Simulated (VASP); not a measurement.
**Fe: single point with PBEsol**

The system is Fe.

```xyz
2
Lattice="2.3470 0.0000 0.0000 -1.1735 2.0326 0.0000 0.0000 0.0000 3.7970" Properties=species:S:1:pos:R:3 pbc="T T T"
Fe    0.0000    1.3550    0.9493
Fe    1.1735    0.6775    2.8478
```

This isn't the form of Fe at room conditions, which is bcc.

```
Program             : VASP 6.6.1
Task                : single point
Functional          : PBEsol
Potentials or basis : VASP PAW PBE potentials, release 64 (Fe)
Cutoff              : 520 eV
k mesh              : 14 × 14 × 8
Occupations         : fermi-dirac, width 0.1 eV
Spin                : collinear spin, ferromagnetic start
Starting moments    : [0.35, 0.35] μB
Fixed moment        : 0.7 μB
```

```
Pressure                                              : 32.5 GPa
Net moment                                            : 0.70 μB per cell
Site moments                                          : Fe +0.34 μB
Valence electrons inside the program's atomic spheres : Fe 7.85
```

Stress tensor (GPa, compression positive):
```
36.30  0.00  0.00
 0.00 36.30  0.00
 0.00  0.00 24.91
```

Wall time 120 s on 1 thread of Intel Xeon 8259CL (shared host), peak memory 0.18 GiB.

Caveat: the cell stands under pressure; the PAW data sets were made with another functional, which shifts forces and pressure a little; the total moment is fixed, so each spin has its own Fermi level.
